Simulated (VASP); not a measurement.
A run of VASP 6.6.1 is set up as follows.

File INCAR:

```
PREC = Accurate
ENCUT = 520
EDIFF = 1E-6
ISMEAR = 0
SIGMA = 0.01
LREAL = F
LASPH = T
NELM = 100
ALGO = Normal
ISIF = 2
LWAVE = F
LCHARG = F
NBANDS = 15
```

KPOINTS

```
regular mesh
0
Gamma
  6 6 6
```

POSCAR

```
RbBr
1.0
    0.0000000000      3.8694971258      3.8694971258
    3.8694971258      0.0000000000      3.8694971258
    3.8694971258      3.8694971258      0.0000000000
Rb Br
1 1
Direct
    0.0000000000      0.0000000000      0.0000000000
    0.2500000000      0.2500000000      0.2500000000
```

Potentials or basis: VASP PAW LDA potentials, release 64 (Rb_sv, Br).

The run is started by

```console
$ cat potpaw_LDA.64/Rb_sv/POTCAR potpaw_LDA.64/Br/POTCAR > POTCAR
$ mpirun -np 1 vasp_std > vasp.out
```

Question: What does it give for the pressure?

Answer: -0.9 GPa.

Question: Predict the band gap on the k mesh.

Answer: 3.82 eV, indirect (least direct gap 3.91 eV).

A k mesh can miss the band edges. As with any semilocal functional, this LDA gap is likely too small.
